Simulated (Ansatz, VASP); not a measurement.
**Ge: VASP beside Ansatz**

```
CELL_PARAMETERS angstrom
-2.49590 2.65086 1.43695
2.49590 -2.65086 1.43695
2.49590 2.65086 -1.43695
ATOMIC_POSITIONS crystal
Ge 0.68594 0.93594 0.75000
Ge 0.31406 0.06406 0.25000
```

Alike in both runs: task electric field gradients; functional PBE; k mesh 15 × 15 × 15; occupations fermi-dirac, width 0.03 eV; no spin polarisation.

```csv
,VASP,Ansatz
version,VASP 6.6.1,Ansatz 0.2.0
potentials or method,"VASP PAW PBE potentials, release 64 (Ge_d)","PAW with Ansatz's default frozen-core files, scalar-relativistic"
plane-wave cutoff (eV),520,420
valence electrons in the cell,28,28
```

```tsv
	VASP	Ansatz	Ansatz less VASP
pressure (GPa)	1.1	1.1	-0.03
traceless stress, the component that is largest in VASP (GPa)	-0.51	-0.52	-0.003
rms of the force components (eV/Å)	0.023	0.024	+0.0004
size of Vzz on the site where it differs most (V/Å²)	35.3	37.2	+1.92
```

Atom by atom the forces differ by 0.000 eV/Å (rms over components). With one functional, cell and mesh, what is left measures potentials, basis and numerics.
